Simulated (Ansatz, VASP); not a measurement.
Al12Cu6H in VASP and in Ansatz

```
Al Cu H
1.0
     4.08926    0.00000    5.78246
    -4.08926    0.00000    5.78246
     2.04463   -6.13388    2.89123
Al Cu H
12 6 1
Direct
  0.27367 0.12059 0.68377
  0.45884 0.61942 0.33384
  0.61708 0.12528 0.00000
  0.95743 0.12059 0.31623
  0.79268 0.61942 0.66616
  0.13491 0.62047 0.00000
  0.38292 0.87472 0.00000
  0.54116 0.38058 0.66616
  0.72633 0.87941 0.31623
  0.04257 0.87941 0.68377
  0.86509 0.37953 0.00000
  0.20732 0.38058 0.33384
  0.42433 0.74982 0.66056
  0.57567 0.25018 0.33944
  0.74759 0.74440 0.00000
  0.08489 0.74982 0.33944
  0.91511 0.25018 0.66056
  0.25241 0.25560 0.00000
  0.00000 0.00000 0.00000
```

Alike in both runs: functional PBE; k mesh 1 × 1 × 1; occupations gaussian, width 0.1 eV; no spin polarisation.

Ansatz relaxed the structure, and its values are those at the end. VASP's run is a single point on that final structure, the one shown.

```csv
,VASP,Ansatz
version,VASP 6.6.1,Ansatz 0.2.0
potentials or method,"VASP PAW PBE potentials, release 64 (Al, Cu_sv_GW, H), cutoff 610 eV","scalar-relativistic, plane waves, PAW"
valence electrons in the cell,151,151
```

```csv
,VASP,Ansatz,Ansatz less VASP
rms of the force components (eV/Å),0.007,0.007,-0.0002
```
